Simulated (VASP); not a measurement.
# Re (Fm-3m) in VASP: a series of runs

Runs on Re. Level: PBE. Tasks: single point.

All numbers are computed with VASP 6.6.1; they aren't measurements. Logs are shortened: lines on timing, memory, paths and dates and some standing lists are left out, and cuts for length are marked.

### 1 The cell of the first run

The structure is cubic, space group Fm-3m (No. 225). Conventional cell: a = 3.950 Å, b = 3.950 Å, c = 3.950 Å, α = 90.00°, β = 90.00°, γ = 90.00°. Re (site symmetry m-3m) has 12 Re at 2.79 Å within 3.7 Å.

This isn't the form of Re at room conditions, which is hcp.

### 2 Single point, PBE, collinear spin

Contents of INCAR:

```
  PREC = Accurate
  ENCUT = 520
  EDIFF = 1E-7
  ISMEAR = -1
  SIGMA = 0.1
  LREAL = False
  LASPH = True
  NELM = 150
  ALGO = Normal
  ISIF = 2
  LWAVE = False
  LCHARG = False
  ISPIN = 2
  MAGMOM = 0.05
  LORBIT = 11
  NUPDOWN = 0.05
  LMAXMIX = 4
  GGA = PE
  NBANDS = 14
```

Contents of KPOINTS:

```
regular mesh
0
Gamma
  17 17 17
```

Contents of POSCAR:

```
Re
1.0
    0.0000000000      1.9750000000      1.9750000000
    1.9750000000      0.0000000000      1.9750000000
    1.9750000000      1.9750000000      0.0000000000
Re
1
Direct
    0.0000000000      0.0000000000      0.0000000000
```

Potentials or basis: VASP PAW PBE potentials, release 64 (Re).

On the command line:

```sh
> cat potpaw_PBE.64/Re/POTCAR > POTCAR
> mpirun -np 1 vasp_std > vasp.out
```

OUTCAR:

```text
PREC = Accurate
   ENCUT = 520
   EDIFF = 1E-7
   ISMEAR = -1
   LREAL = False
   LASPH = True
   NELM = 150
   ISIF = 2
   ISPIN = 2
   LORBIT = 11
   NUPDOWN = 0.05
   GGA = PE

 ion  position               nearest neighbor table
   1  0.000  0.000  0.000-

  LATTYP: Found a face centered cubic cell.
 ALAT       =     3.9500000000

  Lattice vectors:

 A1 = (   0.0000000000,   1.9750000000,   1.9750000000)
 A2 = (   1.9750000000,   0.0000000000,   1.9750000000)
 A3 = (   1.9750000000,   1.9750000000,   0.0000000000)

Analysis of symmetry for initial positions (statically):
=====================================================================
 Subroutine PRICEL returns:
 Original cell was already a primitive cell.

 Routine SETGRP: Setting up the symmetry group for a
 face centered cubic supercell.

 Subroutine GETGRP returns: Found 48 space group operations
 (whereof 48 operations were pure point group operations)
 out of a pool of 48 trial point group operations.

The static configuration has the point symmetry O_h .

Analysis of symmetry for dynamics (positions and initial velocities):
=====================================================================
 Subroutine PRICEL returns:
 Original cell was already a primitive cell.

 Routine SETGRP: Setting up the symmetry group for a
 face centered cubic supercell.

 Subroutine GETGRP returns: Found 48 space group operations
 (whereof 48 operations were pure point group operations)
 out of a pool of 48 trial point group operations.

The dynamic configuration has the point symmetry O_h .

Analysis of structural, dynamic, and magnetic symmetry:
=====================================================================
 Subroutine PRICEL returns:
 Original cell was already a primitive cell.

 Routine SETGRP: Setting up the symmetry group for a
 face centered cubic supercell.

 Subroutine GETGRP returns: Found 48 space group operations
 (whereof 48 operations were pure point group operations)
 out of a pool of 48 trial point group operations.

The overall configuration has the point symmetry O_h .

 Subroutine INISYM returns: Found 48 space group operations
 (whereof 48 operations are pure point group operations),
 and found     1 'primitive' translations

----------------------------------------------------------------------------------------

                                     Primitive cell

  volume of cell :      15.4075

  direct lattice vectors                    reciprocal lattice vectors
     0.000000000  1.975000000  1.975000000    -0.253164557  0.253164557  0.253164557
     1.975000000  0.000000000  1.975000000     0.253164557 -0.253164557  0.253164557
     1.975000000  1.975000000  0.000000000     0.253164557  0.253164557 -0.253164557

  length of vectors
     2.793071786  2.793071786  2.793071786     0.438493875  0.438493875  0.438493875

  position of ions in fractional coordinates (direct lattice)
     0.000000000  0.000000000  0.000000000

  ion indices of the primitive-cell ions
   primitive index   ion index
                 1           1

----------------------------------------------------------------------------------------

 KPOINTS: regular mesh

Automatic generation of k-mesh.
 Grid dimensions read from file:
 generate k-points for:   17   17   17

 Generating k-lattice:

  Cartesian coordinates                     Fractional coordinates (reciprocal lattice)
    -0.014892033  0.014892033  0.014892033     0.058823529  0.000000000  0.000000000
     0.014892033 -0.014892033  0.014892033     0.000000000  0.058823529  0.000000000
     0.014892033  0.014892033 -0.014892033     0.000000000  0.000000000  0.058823529

  Length of vectors
     0.025793757  0.025793757  0.025793757

  Shift w.r.t. Gamma in fractional coordinates (k-lattice)
     0.000000000  0.000000000  0.000000000

 Subroutine IBZKPT returns following result:
 ===========================================

 Found    165 irreducible k-points:

 Following reciprocal coordinates:
            Coordinates               Weight
  0.000000  0.000000  0.000000      1.000000
  0.058824  0.000000  0.000000      8.000000
  0.117647  0.000000  0.000000      8.000000
  0.176471  0.000000  0.000000      8.000000
  0.235294  0.000000  0.000000      8.000000
  0.294118  0.000000  0.000000      8.000000
[... 16 lines left out ...]
 -0.176471  0.058824  0.000000     24.000000
 -0.117647  0.058824  0.000000     24.000000
 [... further k-points ...]
   k-points           NKPTS =    165   k-points in BZ     NKDIM =    165   number of bands    NBANDS=     14
   number of dos      NEDOS =    301   number of ions     NIONS =      1
   total plane-waves  NPLWV =  13824
   dimension x,y,z NGX =    24 NGY =   24 NGZ =   24
   dimension x,y,z NGXF=    48 NGYF=   48 NGZF=   48
   ions per type =               1
   NGX,Y,Z   is equivalent  to a cutoff of  14.28, 14.28, 14.28 a.u.
   NGXF,Y,Z  is equivalent  to a cutoff of  28.57, 28.57, 28.57 a.u.
 SYSTEM =  unknown system
   PREC   = accura    normal or accurate (medium, high low for compatibility)
   ISTART =      0    job   : 0-new  1-cont  2-samecut
   ICHARG =      2    charge: 1-file 2-atom 10-const
   ISPIN  =      2    spin polarized calculation?
   LNONCOLLINEAR =      F non collinear calculations
   LSORBIT =      F    spin-orbit coupling
   LASPH  =      T    aspherical Exc in radial PAW
   ENCUT  =  520.0 eV  38.22 Ry    6.18 a.u.   5.19  5.19  5.19*2*pi/ulx,y,z
   NELM   =    150;   NELMIN=  2; NELMDL= -5     # of ELM steps
   EDIFF  = 0.1E-06   stopping-criterion for ELM
   LREAL  =      F    real-space projection
   EDIFFG = 0.1E-05   stopping-criterion for IOM
   NSW    =      0    number of steps for IOM
   IBRION =     -1    ionic relax: 0-MD 1-quasi-New 2-CG
   NFREE  =      0    steps in history (QN), initial steepest desc. (CG)
   ISIF   =      2    stress and relaxation
   ISYM   =      2    0-nonsym 1-usesym 2-fastsym
   POTIM  = 0.5000    time-step for ionic-motion
   TEBEG  =    0.0;   TEEND  =   0.0 temperature during run
   PSTRESS=    0.0 pullay stress
   NELECT =       7.0000    total number of electrons
   NUPDOWN=       0.0500    fix difference up-down
   EMIN   =  10.00;   EMAX   =-10.00  energy-range for DOS
   EFERMI =   0.00;   METHOD = LEGACY
   ISMEAR =    -1;   SIGMA  =   0.10  broadening in eV -4-tet -1-fermi 0-gaus
   EFERMI_NEDOS =   21; number of points for ismear=-14 and -15
   IALGO  =     38    algorithm
   IMIX   =      4    mixing-type and parameters
     AMIX     =   0.40;   BMIX     =  1.00
     AMIX_MAG =   1.60;   BMIX_MAG =  1.00
  volume/ion in A,a.u.               =      15.41       103.97
  Fermi-wavevector in a.u.,A,eV,Ry     =   1.258531  2.378278 21.550255  1.583899
  Thomas-Fermi vector in A             =   2.392135
   LORBIT       =     11    0 simple, 1 ext, 2 COOP (PROOUT), +10 PAW based schemes
   GGA     = PE    functional components
   LHFCALC =     F    Hartree Fock is set to
   AEXX    =    0.0000 exact exchange contribution
   IVDW    =     0    specifies the selected vdW correction
   LEPSILON=     F    determine dielectric tensor
   LRPA    =     F    only Hartree local field effects (RPA)
 spin polarized calculation
  energy-cutoff  :      520.00
  volume of cell :       15.41
 maximum number of plane-waves:       428
 NGX is ok and might be reduce to    24
   NGX = 11   NGY = 11   NGZ = 11

 number of electron       7.0000000 magnetization       0.0500000

 Free energy of the ion-electron system (eV)
  ---------------------------------------------------
  ext. energy  EPLUGINS =         0.00000000
  ---------------------------------------------------
  free energy    TOTEN  =       -12.36261519 eV

  energy without entropy =      -12.33186958  energy(sigma->0) =      -12.34724238

 E-fermi :   7.5625     XC(G=0): -13.4777

 val. band max:        7.6134411412   @ k =   0.4706   0.0000   0.0000
 cond. band min:       7.5700013442   @ k =   0.2353   0.1765   0.0000
 fundamental gap:     -0.0434397970
 Fermi energy:         7.6345444414

 spin component 1

 k-point     1 :       0.0000    0.0000    0.0000
  band No.  band energies     occupation
      1      -2.2315      1.00000
      2       5.7811      1.00000
      3       5.7811      1.00000
      4       5.7811      1.00000
      5       8.7459      0.00001
      6       8.7459      0.00001
      7      21.4475      0.00000
      8      26.8381      0.00000
      9      26.8381      0.00000
     10      26.8381      0.00000
     11      31.0159      0.00000
     12      42.4831      0.00000
     13      42.4832      0.00000
     14      42.4834      0.00000

 k-point     2 :       0.0588    0.0000    0.0000
  band No.  band energies     occupation
      1      -2.0784      1.00000
      2       5.6780      1.00000
      3       5.8526      1.00000
      4       5.8526      1.00000
      5       8.6897      0.00003
      6       8.6897      0.00003
      7      21.7429      0.00000
      8      26.0332      0.00000
      9      27.1144      0.00000
     10      27.1144      0.00000
     11      31.9937      0.00000
     12      40.4568      0.00000
     13      41.5284      0.00000
     14      41.5284      0.00000
[... 343 lines left out ...]
      1      -0.5858      1.00000
      2       4.9319      1.00000
      3       6.2703      1.00000
      4       6.3585      1.00000
      5       8.1305      0.00696
      6       9.0245      0.00000
      7      22.6372      0.00000
      8      24.4237      0.00000
      9      28.5781      0.00000
     10      30.5126      0.00000
     11      31.9590      0.00000
     12      35.7597      0.00000
     13      37.1428      0.00000
     14      38.9608      0.00000

 k-point    24 :      -0.1176    0.0588    0.0000
  band No.  band energies     occupation
      1      -1.3061      1.00000
      2       5.2040      1.00000
      3       6.1694      1.00000
      4       6.1862      1.00000
      5       8.2118      0.00310
      6       8.8118      0.00001
      7      23.0891      0.00000
      8      24.1608      0.00000
      9      27.6104      0.00000
     10      28.9609      0.00000
     11      33.9730      0.00000
     12      36.8938      0.00000
     13      37.8955      0.00000
     14      39.9133      0.00000

 [... further k-points ...]

 spin component 2

 k-point     1 :       0.0000    0.0000    0.0000
  band No.  band energies     occupation
      1      -2.2076      1.00000
      2       5.8075      1.00000
      3       5.8075      1.00000
      4       5.8075      1.00000
      5       8.7887      0.00000
      6       8.7887      0.00000
      7      21.4599      0.00000
      8      26.8703      0.00000
      9      26.8703      0.00000
     10      26.8703      0.00000
     11      31.0221      0.00000
     12      42.5164      0.00000
     13      42.5165      0.00000
     14      42.5710      0.00000

 k-point     2 :       0.0588    0.0000    0.0000
  band No.  band energies     occupation
      1      -2.0546      1.00000
      2       5.7042      1.00000
      3       5.8790      1.00000
      4       5.8790      1.00000
      5       8.7324      0.00001
      6       8.7324      0.00001
      7      21.7555      0.00000
      8      26.0616      0.00000
      9      27.1466      0.00000
     10      27.1466      0.00000
     11      32.0040      0.00000
     12      40.4785      0.00000
     13      41.5516      0.00000
     14      41.5516      0.00000
[... 343 lines left out ...]
      1      -0.5620      1.00000
      2       4.9567      1.00000
      3       6.2992      1.00000
      4       6.3865      0.99999
      5       8.1707      0.00228
      6       9.0641      0.00000
      7      22.6598      0.00000
      8      24.4388      0.00000
      9      28.6099      0.00000
     10      30.5447      0.00000
     11      31.9808      0.00000
     12      35.7820      0.00000
     13      37.1677      0.00000
     14      38.9767      0.00000

 k-point    24 :      -0.1176    0.0588    0.0000
  band No.  band energies     occupation
      1      -1.2824      1.00000
      2       5.2294      1.00000
      3       6.1958      1.00000
      4       6.2133      1.00000
      5       8.2539      0.00099
      6       8.8534      0.00000
      7      23.1029      0.00000
      8      24.1844      0.00000
      9      27.6425      0.00000
     10      28.9931      0.00000
     11      33.9922      0.00000
     12      36.9119      0.00000
     13      37.9166      0.00000
     14      39.9375      0.00000

 [... further k-points ...]

------------------------ aborting loop because EDIFF is reached ----------------------------------------

  FORCE on cell =-STRESS in cart. coord.  units (eV):
  Direction    XX          YY          ZZ          XY          YZ          ZX
  --------------------------------------------------------------------------------------
  -------------------------------------------------------------------------------------
  Total       -0.9302179     -0.9302179     -0.9302179      0.0000000      0.0000000      0.0000000
  in kB      -96.7306267    -96.7306267    -96.7306267      0.0000000      0.0000000      0.0000000
  external PRESSURE =     -96.7306267 kB  Pullay stress =       0.0000000 kB

 VOLUME and BASIS-vectors are now :
 -----------------------------------------------------------------------------
  energy-cutoff  :      520.00
  volume of cell :       15.41
      direct lattice vectors                 reciprocal lattice vectors
     0.000000000  1.975000000  1.975000000    -0.253164557  0.253164557  0.253164557
     1.975000000  0.000000000  1.975000000     0.253164557 -0.253164557  0.253164557
     1.975000000  1.975000000  0.000000000     0.253164557  0.253164557 -0.253164557

 POSITION                                       TOTAL-FORCE (eV/Angst)
 -----------------------------------------------------------------------------------
      0.00000      0.00000      0.00000         0.000000      0.000000      0.000000
 -----------------------------------------------------------------------------------
    total drift:                               -0.000000     -0.000000      0.000000

  FREE ENERGIE OF THE ION-ELECTRON SYSTEM (eV)
  ---------------------------------------------------
  free  energy   TOTEN  =       -12.3626151875 eV

  energy  without entropy=      -12.3318695759  energy(sigma->0) =      -12.34724238

 total charge

# of ion       s       p       d       tot
------------------------------------------
    1        0.602   0.636   4.749   5.988

 magnetization (x)

# of ion       s       p       d       tot
------------------------------------------
    1        0.001   0.004   0.042   0.047
```

Run time: 90 s. Hardware: 1 thread of AMD EPYC 9R14 (Zen 4), shared host; peak memory 0.16 GiB.

Results:

```
Free energy                                           : -12.3626 eV
Pressure                                              : -9.7 GPa
Net moment                                            : 0.05 μB per cell
Site moments                                          : Re +0.05 μB
Valence electrons inside the program's atomic spheres : Re 5.99
```

Caveat: the cell stands under tension; spin-orbit coupling is left out, which moves the levels of the heavy elements; the total moment is fixed, so each spin has its own Fermi level.

(Continued in part 2 of 3.)
